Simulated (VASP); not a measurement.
Here is a VASP 6.6.1 calculation.

File INCAR:

```
SYSTEM = Ir
ALGO = Normal ; EDIFF = 1E-7
ENCUT = 520 ; GGA = PS
ISIF = 2 ; ISMEAR = -1
LASPH = .True. ; LCHARG = .False.
LREAL = .False. ; LWAVE = .False.
NBANDS = 16 ; NELM = 60
PREC = Accurate ; SIGMA = 0.05
```

The input KPOINTS:

```
k-points
0
Gamma
  13 13 7
  0 0 0
```

Contents of POSCAR:

```
Ir
1.0
    2.7448628762      0.0000000000      0.0000000000
   -1.3724314381      2.3771209807      0.0000000000
    0.0000000000      0.0000000000      4.4466778595
Ir
2
Direct
    0.2533333333      0.6266666667      0.1900000000
    0.7466666667      0.3733333333      0.8100000000
```

Potentials or basis: VASP PAW PBE potentials, release 64 (Ir).

Run with:

```console
$ cat potpaw_PBE.64/Ir/POTCAR > POTCAR
$ mpirun -np 1 vasp_std > vasp.out
```

Question: Predict the pressure.

Answer: 64.8 GPa.

Question: Estimate the largest force.

Answer: 15.148 eV/Å.

Question: Estimate the band gap on the k mesh.

Answer: Zero (bands 9 and 10 overlap by 2.19 eV).

Forces on the atoms (eV/Å):
```
Ir    5.101   2.945  13.956
Ir   -5.101  -2.945 -13.956
```

Caveat: the cell differs from its parent crystal (shortest bond scaled by 0.76); the cell stands under pressure; the PAW data sets were made with another functional, which shifts forces and pressure a little; spin-orbit coupling is left out, which moves the levels of the heavy elements.
